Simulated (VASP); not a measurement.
# AlN (P6_3mc) in VASP: further runs

The runs below take AlN through single point, with r2SCAN.

All numbers are computed with VASP 6.6.1; they aren't measurements. Logs are shortened: lines on timing, memory, paths and dates and some standing lists are left out, and cuts for length are marked.

## 1. The cell of the first run

Symmetry: P6_3mc, No. 186, hexagonal system. The conventional cell has a = 2.955 Å, b = 2.955 Å, c = 4.729 Å, α = 90.00°, β = 90.00°, γ = 120.00°. Al (site symmetry 3m) has 4 N at 1.79 to 1.82 Å within 2.4 Å. N (site symmetry 3m) has 4 Al at 1.79 to 1.82 Å within 2.4 Å.

## 2. Single point, r2SCAN (strain -0.050 along x and y, -0.050 along z)

POSCAR

```
AlN
1.0
    2.9554520440      0.0000000000      0.0000000000
   -1.4777260220      2.5594965498      0.0000000000
    0.0000000000      0.0000000000      4.7291000000
Al N
2 2
Direct
    0.3333333333      0.6666666667      0.0000000000
    0.6666666667      0.3333333333      0.5000000000
    0.3333333333      0.6666666667      0.3850000000
    0.6666666667      0.3333333333      0.8850000000
```

INCAR.step1

```
PREC     = Accurate       # precision mode
ENCUT    = 520            # plane-wave cutoff, eV
ISMEAR   = 0              # smearing method
SIGMA    = 0.05           # smearing width, eV
LREAL    = F              # projectors in reciprocal space
LASPH    = T              # aspherical terms in the spheres
NELM     = 100            # most SCF steps
NBANDS   = 16             # bands
GGA      = PE             # functional
ALGO     = Normal         # electronic algorithm
EDIFF    = 1E-4           # SCF threshold, eV
LWAVE    = T              # write WAVECAR
LCHARG   = F              # write CHGCAR
```

INCAR.step2

```
PREC     = Accurate       # precision mode
ENCUT    = 520            # plane-wave cutoff, eV
EDIFF    = 1E-6           # SCF threshold, eV
ISMEAR   = 0              # smearing method
SIGMA    = 0.05           # smearing width, eV
LREAL    = F              # projectors in reciprocal space
LASPH    = T              # aspherical terms in the spheres
NELM     = 100            # most SCF steps
ALGO     = Normal         # electronic algorithm
ISIF     = 2              # what is computed and relaxed
LWAVE    = F              # write WAVECAR
LCHARG   = F              # write CHGCAR
METAGGA  = R2SCAN         # meta-GGA
LMIXTAU  = T            
NBANDS   = 16             # bands
ISTART   = 1
```

KPOINTS

```
Automatic mesh
0
Gamma
  12 12 6
```

Potentials or basis: VASP PAW PBE potentials, release 64 (Al, N).

Run with:

```bash
$ cat potpaw_PBE.64/Al/POTCAR potpaw_PBE.64/N/POTCAR > POTCAR
$ cp INCAR.step1 INCAR
$ mpirun -np 1 vasp_std > vasp.out
$ cp INCAR.step2 INCAR
$ mpirun -np 1 vasp_std > vasp.out
```

OUTCAR:

```text
PREC = Accurate
   ENCUT = 520
   EDIFF = 1E-6
   ISMEAR = 0
   LREAL = F
   LASPH = T
   NELM = 100
   ISIF = 2
   METAGGA = R2SCAN
   ISTART = 1

 ion  position               nearest neighbor table
   1  0.333  0.667  0.000-   4 1.79   4 1.79   4 1.79   3 1.82   2 2.92   2 2.92   2 2.92   2 2.92
                             2 2.92   2 2.92
   2  0.667  0.333  0.500-   3 1.79   3 1.79   3 1.79   4 1.82   1 2.92   1 2.92   1 2.92   1 2.92
                             1 2.92   1 2.92
   3  0.333  0.667  0.385-   2 1.79   2 1.79   2 1.79   1 1.82
   4  0.667  0.333  0.885-   1 1.79   1 1.79   1 1.79   2 1.82

  LATTYP: Found a hexagonal cell.
 ALAT       =     2.9554520440
 C/A-ratio  =     1.6001274694

  Lattice vectors:

 A1 = (   2.9554520440,   0.0000000000,   0.0000000000)
 A2 = (  -1.4777260220,   2.5594965498,   0.0000000000)
 A3 = (   0.0000000000,   0.0000000000,   4.7291000000)

Analysis of symmetry for initial positions (statically):
=====================================================================
 Subroutine PRICEL returns:
 Original cell was already a primitive cell.

 Routine SETGRP: Setting up the symmetry group for a
 hexagonal supercell.

 Subroutine GETGRP returns: Found 12 space group operations
 (whereof  6 operations were pure point group operations)
 out of a pool of 24 trial point group operations.

The static configuration has the point symmetry C_3v.
 The point group associated with its full space group is C_6v.

Analysis of symmetry for dynamics (positions and initial velocities):
=====================================================================
 Subroutine PRICEL returns:
 Original cell was already a primitive cell.

 Routine SETGRP: Setting up the symmetry group for a
 hexagonal supercell.

 Subroutine GETGRP returns: Found 12 space group operations
 (whereof  6 operations were pure point group operations)
 out of a pool of 24 trial point group operations.

The dynamic configuration has the point symmetry C_3v.
 The point group associated with its full space group is C_6v.

 Subroutine INISYM returns: Found 12 space group operations
 (whereof  6 operations are pure point group operations),
 and found     1 'primitive' translations

----------------------------------------------------------------------------------------

                                     Primitive cell

  volume of cell :      35.7731

  direct lattice vectors                    reciprocal lattice vectors
     2.955452044  0.000000000  0.000000000     0.338357715  0.195350918  0.000000000
    -1.477726022  2.559496550  0.000000000     0.000000000  0.390701836  0.000000000
     0.000000000  0.000000000  4.729100000     0.000000000  0.000000000  0.211456725

  length of vectors
     2.955452044  2.955452044  4.729100000     0.390701836  0.390701836  0.211456725

  position of ions in fractional coordinates (direct lattice)
     0.333333333  0.666666667  0.000000000
     0.666666667  0.333333333  0.500000000
     0.333333333  0.666666667  0.385000000
     0.666666667  0.333333333  0.885000000

  ion indices of the primitive-cell ions
   primitive index   ion index
                 1           1
                 2           2
                 3           3
                 4           4

----------------------------------------------------------------------------------------

 KPOINTS: Automatic mesh

Automatic generation of k-mesh.
 Grid dimensions read from file:
 generate k-points for:   12   12    6

 Generating k-lattice:

  Cartesian coordinates                     Fractional coordinates (reciprocal lattice)
     0.028196476  0.016279243  0.000000000     0.083333333 -0.000000000  0.000000000
     0.000000000  0.032558486  0.000000000     0.000000000  0.083333333  0.000000000
     0.000000000  0.000000000  0.035242788     0.000000000  0.000000000  0.166666667

  Length of vectors
     0.032558486  0.032558486  0.035242788

  Shift w.r.t. Gamma in fractional coordinates (k-lattice)
     0.000000000  0.000000000  0.000000000

 Subroutine IBZKPT returns following result:
 ===========================================

 Found     76 irreducible k-points:

 Following reciprocal coordinates:
            Coordinates               Weight
  0.000000  0.000000  0.000000      1.000000
  0.083333  0.000000  0.000000      6.000000
  0.166667  0.000000  0.000000      6.000000
  0.250000  0.000000  0.000000      6.000000
  0.333333  0.000000  0.000000      6.000000
  0.416667  0.000000  0.000000      6.000000
[... 16 lines left out ...]
  0.250000  0.000000  0.166667     12.000000
  0.333333  0.000000  0.166667     12.000000
 [... further k-points ...]
   k-points           NKPTS =     76   k-points in BZ     NKDIM =     76   number of bands    NBANDS=     16
   number of dos      NEDOS =    301   number of ions     NIONS =      4
   total plane-waves  NPLWV =  20736
   dimension x,y,z NGX =    24 NGY =   24 NGZ =   36
   dimension x,y,z NGXF=    48 NGYF=   48 NGZF=   72
   ions per type =               2   2
   NGX,Y,Z   is equivalent  to a cutoff of  13.50, 13.50, 12.66 a.u.
   NGXF,Y,Z  is equivalent  to a cutoff of  27.00, 27.00, 25.31 a.u.
 SYSTEM =  unknown system
   PREC   = accura    normal or accurate (medium, high low for compatibility)
   ISTART =      1    job   : 0-new  1-cont  2-samecut
   ICHARG =      0    charge: 1-file 2-atom 10-const
   ISPIN  =      1    spin polarized calculation?
   LNONCOLLINEAR =      F non collinear calculations
   LSORBIT =      F    spin-orbit coupling
   LASPH  =      T    aspherical Exc in radial PAW
   ENCUT  =  520.0 eV  38.22 Ry    6.18 a.u.   5.50  5.50  8.79*2*pi/ulx,y,z
   NELM   =    100;   NELMIN=  2; NELMDL=  0     # of ELM steps
   EDIFF  = 0.1E-05   stopping-criterion for ELM
   LREAL  =      F    real-space projection
   EDIFFG = 0.1E-04   stopping-criterion for IOM
   NSW    =      0    number of steps for IOM
   IBRION =     -1    ionic relax: 0-MD 1-quasi-New 2-CG
   NFREE  =      0    steps in history (QN), initial steepest desc. (CG)
   ISIF   =      2    stress and relaxation
   ISYM   =      2    0-nonsym 1-usesym 2-fastsym
   POTIM  = 0.5000    time-step for ionic-motion
   TEBEG  =    0.0;   TEEND  =   0.0 temperature during run
   PSTRESS=    0.0 pullay stress
   NELECT =      16.0000    total number of electrons
   NUPDOWN=      -1.0000    fix difference up-down
   EMIN   =  10.00;   EMAX   =-10.00  energy-range for DOS
   EFERMI =   0.00;   METHOD = LEGACY
   ISMEAR =     0;   SIGMA  =   0.05  broadening in eV -4-tet -1-fermi 0-gaus
   EFERMI_NEDOS =   21; number of points for ismear=-14 and -15
   IALGO  =     38    algorithm
   IMIX   =      4    mixing-type and parameters
     AMIX     =   0.40;   BMIX     =  1.00
     AMIX_MAG =   1.60;   BMIX_MAG =  1.00
  volume/ion in A,a.u.               =       8.94        60.35
  Fermi-wavevector in a.u.,A,eV,Ry     =   1.251976  2.365891 21.326353  1.567443
  Thomas-Fermi vector in A             =   2.385898
   LORBIT       =      0    0 simple, 1 ext, 2 COOP (PROOUT), +10 PAW based schemes
   METAGGA = R2SCAN    functional components
   LHFCALC =     F    Hartree Fock is set to
   AEXX    =    0.0000 exact exchange contribution
   IVDW    =     0    specifies the selected vdW correction
   LEPSILON=     F    determine dielectric tensor
   LRPA    =     F    only Hartree local field effects (RPA)
 non-spin polarized calculation
 Gauss-broadening in eV      SIGMA  =   0.05
  energy-cutoff  :      520.00
  volume of cell :       35.77
 maximum number of plane-waves:       990
 NGX is ok and might be reduce to    24
   NGX = 11   NGY = 11   NGZ = 17

 number of electron      16.0000003 magnetization

 Free energy of the ion-electron system (eV)
  ---------------------------------------------------
  ext. energy  EPLUGINS =         0.00000000
  ---------------------------------------------------
  free energy    TOTEN  =       -37.77048839 eV

  energy without entropy =      -37.77048839  energy(sigma->0) =      -37.77048839

 E-fermi :   7.7467     XC(G=0): -12.1259

 val. band max:        7.5205730135   @ k =   0.0000   0.0000   0.0000
 cond. band min:      13.2746004786   @ k =   0.3333   0.3333   0.0000
 fundamental gap:      5.7540274651
 Fermi energy:         7.7467220087

 k-point     1 :       0.0000    0.0000    0.0000
  band No.  band energies     occupation
      1      -9.4965      2.00000
      2      -6.8643      2.00000
      3       0.6707      2.00000
      4       6.4713      2.00000
      5       6.4713      2.00000
      6       7.1654      2.00000
[... 8 lines left out ...]
     15      23.1159      0.00000
     16      23.1159      0.00000

 k-point     2 :       0.0833    0.0000    0.0000
  band No.  band energies     occupation
      1      -9.3902      2.00000
      2      -6.8031      2.00000
      3       0.7914      2.00000
      4       6.0286      2.00000
      5       6.3356      2.00000
      6       6.7730      2.00000
[... 8 lines left out ...]
     15      23.1225      0.00000
     16      23.1402      0.00000

 k-point     3 :       0.1667    0.0000    0.0000
  band No.  band energies     occupation
      1      -9.0802      2.00000
      2      -6.6354      2.00000
      3       1.1472      2.00000
      4       4.9302      2.00000
      5       5.8679      2.00000
      6       6.0233      2.00000
[... 8 lines left out ...]
     15      22.3171      0.00000
     16      22.5108      0.00000

 k-point     4 :       0.2500    0.0000    0.0000
  band No.  band energies     occupation
      1      -8.5955      2.00000
      2      -6.4128      2.00000
      3       1.7153      2.00000
      4       3.6202      2.00000
      5       4.8087      2.00000
      6       5.6697      2.00000
[... 8 lines left out ...]
     15      22.3591      0.00000
     16      23.1392      0.00000
[... 324 lines left out ...]
 k-point    22 :       0.1667    0.0000    0.1667
  band No.  band energies     occupation
      1      -8.9581      2.00000
      2      -6.8693      2.00000
      3       1.5177      2.00000
      4       5.0141      2.00000
      5       5.6207      2.00000
      6       6.0873      2.00000
[... 8 lines left out ...]
     15      22.5334      0.00000
     16      22.6444      0.00000

 k-point    23 :       0.2500    0.0000    0.1667
  band No.  band energies     occupation
      1      -8.4815      2.00000
      2      -6.6087      2.00000
      3       1.9116      2.00000
      4       3.8134      2.00000
      5       4.5917      2.00000
      6       5.7448      2.00000
[... 8 lines left out ...]
     15      22.5709      0.00000
     16      23.2398      0.00000

 k-point    24 :       0.3333    0.0000    0.1667
  band No.  band energies     occupation
      1      -7.8957      2.00000
      2      -6.3697      2.00000
      3       1.9460      2.00000
      4       3.1022      2.00000
      5       3.7544      2.00000
      6       5.4469      2.00000
[... 8 lines left out ...]
     15      22.7955      0.00000
     16      24.4929      0.00000

 [... further k-points ...]

------------------------ aborting loop because EDIFF is reached ----------------------------------------

  FORCE on cell =-STRESS in cart. coord.  units (eV):
  Direction    XX          YY          ZZ          XY          YZ          ZX
  --------------------------------------------------------------------------------------
  -------------------------------------------------------------------------------------
  Total        9.9981930      9.9981930      8.4071366      0.0000000      0.0000000      0.0000000
  in kB      447.7907667    447.7907668    376.5318526      0.0000000      0.0000000      0.0000000
  external PRESSURE =     424.0377954 kB  Pullay stress =       0.0000000 kB

 VOLUME and BASIS-vectors are now :
 -----------------------------------------------------------------------------
  energy-cutoff  :      520.00
  volume of cell :       35.77
      direct lattice vectors                 reciprocal lattice vectors
     2.955452044  0.000000000  0.000000000     0.338357715  0.195350918  0.000000000
    -1.477726022  2.559496550  0.000000000     0.000000000  0.390701836  0.000000000
     0.000000000  0.000000000  4.729100000     0.000000000  0.000000000  0.211456725

 POSITION                                       TOTAL-FORCE (eV/Angst)
 -----------------------------------------------------------------------------------
     -0.00000      1.70633      0.00000         0.000000     -0.000000      0.199623
      1.47773      0.85317      2.36455        -0.000000      0.000000      0.199623
     -0.00000      1.70633      1.82070         0.000000     -0.000000     -0.199623
      1.47773      0.85317      4.18525         0.000000     -0.000000     -0.199623
 -----------------------------------------------------------------------------------
    total drift:                               -0.000000     -0.000000     -0.015314

  FREE ENERGIE OF THE ION-ELECTRON SYSTEM (eV)
  ---------------------------------------------------
  free  energy   TOTEN  =       -37.7704883878 eV

  energy  without entropy=      -37.7704883878  energy(sigma->0) =      -37.77048839
```

It took 2.4 min on 1 thread of Intel Xeon 8259CL, shared host; peak memory 0.18 GiB.

Results:

```yaml
Free_energy: -37.7705 eV
Pressure: 42.4 GPa
Largest_force: 0.200 eV/Å
Band_gap_on_the_k_mesh: 5.75 eV (least direct gap 6.33 eV)
```

Forces on the atoms (eV/Å):
```
Al   0.000  0.000  0.200
Al   0.000  0.000  0.200
N    0.000  0.000 -0.200
N    0.000  0.000 -0.200
```

Stress tensor (GPa, compression positive):
```
44.78  0.00  0.00
 0.00 44.78  0.00
 0.00  0.00 37.65
```

Levels at points of the mesh, in eV from the valence-band top:
```csv
k point,band 4,band 5,band 6,band 7,band 8,band 9,band 10,band 11,band 12,band 13
"(0.00, 0.00, 0.00)",-1.05,-1.05,-0.36,-0.36,0.00,6.33,8.93,12.98,13.11,13.11
"(0.50, 0.00, 0.00)",-4.67,-3.81,-2.43,-2.02,-0.82,6.78,7.10,10.39,12.36,12.58
"(0.00, 0.00, 0.50)",-3.69,-0.71,-0.71,-0.71,-0.71,8.67,8.67,12.64,12.64,13.46
"(0.50, 0.00, 0.50)",-6.36,-1.72,-1.72,-1.57,-1.57,6.52,6.52,11.06,11.06,14.85
```

Caveat: the cell differs from its parent crystal (strain -0.050 along x and y, -0.050 along z); the stress differs along the axes, from 38 to 45 GPa; the PAW data sets were made with another functional, which shifts forces and pressure a little.

## 3. Single point, r2SCAN (strain -0.050 along x and y, -0.025 along z)

POSCAR: that of step 2 with these lines changed.

```diff
@@ -4,3 +4,3 @@
    -1.4777260220      2.5594965498      0.0000000000
-    0.0000000000      0.0000000000      4.7291000000
+    0.0000000000      0.0000000000      4.8535500000
 Al N
```

INCAR.step1

```
ALGO = Normal ; EDIFF = 1E-4
ENCUT = 520 ; GGA = PE
ISMEAR = 0 ; LASPH = True
LCHARG = False ; LREAL = False
LWAVE = True ; NBANDS = 16
NELM = 60 ; PREC = Accurate
SIGMA = 0.05
```

INCAR.step2

```
ALGO = Normal ; EDIFF = 1E-7
ENCUT = 520 ; ISIF = 2
ISMEAR = 0 ; ISTART = 1
LASPH = True ; LCHARG = True
LELF = True ; LMIXTAU = True
LREAL = False ; LVHAR = True
LWAVE = False ; METAGGA = R2SCAN
NBANDS = 16 ; NELM = 60
PREC = Accurate ; SIGMA = 0.05
```

KPOINTS

```
k-points
0
Gamma
  12 12 6
```

Potentials or basis: VASP PAW PBE potentials, release 64 (Al, N).

Run with:

```bash
$ cat potpaw_PBE.64/Al/POTCAR potpaw_PBE.64/N/POTCAR > POTCAR
$ cp INCAR.step1 INCAR
$ mpirun -np 1 vasp_std > vasp.out
$ cp INCAR.step2 INCAR
$ mpirun -np 1 vasp_std > vasp.out
```

It took 3.5 min on 1 thread of Intel Xeon 8259CL, shared host; peak memory 0.18 GiB.

Results (log left out):

```
Free energy            : -37.9405 eV
Pressure               : 34.2 GPa
Largest force          : 0.682 eV/Å
Band gap on the k mesh : 5.75 eV (least direct gap 6.14 eV)
```

Forces on the atoms (eV/Å):
```
Al   0.000  0.000  0.682
Al   0.000  0.000  0.682
N    0.000  0.000 -0.682
N    0.000  0.000 -0.682
```

Stress tensor (GPa, compression positive):
```
41.16  0.00  0.00
 0.00 41.16  0.00
 0.00  0.00 20.25
```

Levels at points of the mesh, in eV from the valence-band top:
```tsv
k point	band 6	band 7	band 8	band 9	band 10	band 11
(0.00, 0.00, 0.00)	-0.19	-0.19	0.00	6.14	9.08	12.72
(0.50, 0.00, 0.00)	-2.16	-1.87	-0.72	6.65	7.26	10.27
(0.00, 0.00, 0.50)	-0.51	-0.51	-0.51	8.65	8.65	12.39
(0.50, 0.00, 0.50)	-1.51	-1.51	-1.51	6.43	6.43	10.96
```

Caveat: the cell differs from its parent crystal (strain -0.050 along x and y, -0.025 along z); the stress differs along the axes, from 20 to 41 GPa; the PAW data sets were made with another functional, which shifts forces and pressure a little. A k mesh can miss the band edges.

(Continued in part 2 of 2.)
